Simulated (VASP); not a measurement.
Wanted: the native input for a VASP 6.6.1 run.

```
Task                   : single point
Functional             : r2SCAN
Potentials or basis    : VASP PAW PBE potentials, release 64 (Zn, S)
Cutoff                 : 520 eV
k mesh                 : 6 × 6 × 4
Occupations            : gaussian, width 0.01 eV
Spin                   : no spin polarisation
Dipole correction      : no
Further INCAR settings : ALGO = Normal; EDIFF = 1e-07; NBANDS = 26
```

ZnS:

```xyz
4
Lattice="3.9464 0.0000 0.0000 -1.9732 3.4177 0.0000 0.0000 0.0000 5.8801" Properties=species:S:1:pos:R:3 pbc="T T T"
Zn    0.0000    2.2784    1.4700
Zn    1.9732    1.1392    4.4100
S     1.9732    1.1392    1.4700
S     0.0000    2.2784    4.4100
```

The input as run:

POSCAR

```
ZnS
1.0
    3.9463728179      0.0000000000      0.0000000000
   -1.9731864090      3.4176591131      0.0000000000
    0.0000000000      0.0000000000      5.8800537130
Zn S
2 2
Direct
    0.3333333333      0.6666666667      0.2500000000
    0.6666666667      0.3333333333      0.7500000000
    0.6666666667      0.3333333333      0.2500000000
    0.3333333333      0.6666666667      0.7500000000
```

INCAR.step1

```
PREC = Accurate
ENCUT = 520
ISMEAR = 0
SIGMA = 0.01
LREAL = False
LASPH = True
NELM = 100
NBANDS = 26
GGA = PE
ALGO = Normal
EDIFF = 1E-4
LWAVE = True
LCHARG = False
```

INCAR.step2

```
PREC = Accurate
ENCUT = 520
EDIFF = 1E-7
ISMEAR = 0
SIGMA = 0.01
LREAL = False
LASPH = True
NELM = 100
ALGO = Normal
ISIF = 2
LWAVE = False
LCHARG = False
METAGGA = R2SCAN
LMIXTAU = True
NBANDS = 26
ISTART = 1
```

KPOINTS

```
regular mesh
0
Gamma
  6 6 4
```

Potentials or basis: VASP PAW PBE potentials, release 64 (Zn, S).

Run with:

```sh
$ cat potpaw_PBE.64/Zn/POTCAR potpaw_PBE.64/S/POTCAR > POTCAR
$ cp INCAR.step1 INCAR
$ mpirun -np 1 vasp_std > vasp.out
$ cp INCAR.step2 INCAR
$ mpirun -np 1 vasp_std > vasp.out
```

It gave:

* Pressure: 0.0 GPa
* Band gap on the k mesh: 1.95 eV

Caveat: the PAW data sets were made with another functional, which shifts forces and pressure a little.

Run time: 4.5 min on 1 thread of Intel Xeon 8259CL (shared host), peak memory 0.22 GiB.
